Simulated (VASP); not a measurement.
As: single point with r2SCAN

Crystal: As.

```
CELL_PARAMETERS angstrom
-1.71885 1.71885 1.71885
1.71885 -1.71885 1.71885
1.71885 1.71885 -1.71885
ATOMIC_POSITIONS crystal
As 0.00000 0.00000 0.00000
```

This cell differs from its parent crystal: volume scaled by 1.08.

```yaml
Program: VASP 6.6.1
Task: single point
Functional: r2SCAN
Potentials_or_basis: VASP PAW PBE potentials, release 64 (As)
Cutoff: 550 eV
k_mesh: 15 × 15 × 15
Occupations: fermi-dirac, width 0.1 eV
Spin: no spin polarisation
Dipole_correction: no
Further_INCAR_settings: ALGO = Normal; EDIFF = 1e-06; NBANDS = 8
```

```json
{
 "Pressure": "-5.7 GPa"
}
```

Levels at points of the mesh, in eV from the Fermi level:
| k point | band 1 | band 2 | band 3 | band 4 | band 5 |
| --- | --- | --- | --- | --- | --- |
| (0.00, 0.00, 0.00) | -15.15 | 5.65 | 5.65 | 5.65 | 13.30 |

Run time: 36 s on 1 thread of Intel Xeon 6975P-C, with other jobs on the host, peak memory 0.15 GiB.

Caveat: the PAW data sets were made with another functional, which shifts forces and pressure a little.
